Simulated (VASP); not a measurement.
Write the native input for VASP 6.6.1 that does the following.

- Task: single point
- Functional: PBEsol
- Potentials or basis: VASP PAW PBE potentials, release 64 (Bi_d)
- Cutoff: 520 eV
- k mesh: 6 × 6 × 6
- Occupations: fermi-dirac, width 0.1 eV
- Spin: no spin polarisation
- Dipole correction: no
- Further INCAR settings: ALGO = Normal; EDIFF = 1e-07; NBANDS = 22

The structure of Bi lies in POSCAR:

```
Bi
1.0
    0.0000000000      3.1489302564      3.1489302564
    3.1489302564      0.0000000000      3.1489302564
    3.1489302564      3.1489302564      0.0000000000
Bi
2
Direct
    0.0000000000      0.0000000000      0.0000000000
    0.2500000000      0.2500000000      0.2500000000
```

The input as run:

INCAR

```
SYSTEM = Bi
ALGO     = Normal         ! electronic algorithm
EDIFF    = 1E-7           ! SCF threshold, eV
ENCUT    = 520            ! plane-wave cutoff, eV
GGA      = PS             ! functional
ISIF     = 2              ! what is computed and relaxed
ISMEAR   = -1             ! smearing method
LASPH    = .True.         ! aspherical terms in the spheres
LCHARG   = .False.        ! write CHGCAR
LREAL    = .False.        ! projectors in reciprocal space
LWAVE    = .False.        ! write WAVECAR
NBANDS   = 22             ! bands
NELM     = 60             ! most SCF steps
PREC     = Accurate       ! precision mode
SIGMA    = 0.1            ! smearing width, eV
```

KPOINTS

```
k-points
0
Gamma
  6 6 6
  0 0 0
```

Potentials or basis: VASP PAW PBE potentials, release 64 (Bi_d).

Run with:

```sh
$ cat potpaw_PBE.64/Bi_d/POTCAR > POTCAR
$ mpirun -np 1 vasp_std > vasp.out
```

Results of the run:

| Quantity | Value |
| --- | --- |
| Pressure | 29.9 GPa |
| Band gap on the k mesh | zero (band 15 reaches 8.51 eV, above the bottom of band 16 at 7.06 eV) |

Caveat: the PAW data sets were made with another functional, which shifts forces and pressure a little; spin-orbit coupling is left out, which moves the levels of the heavy elements.

Run time: 10 s on 1 thread of Intel(R) Xeon(R) 6975P-C (Granite Rapids), on a shared host, peak memory 0.19 GiB.
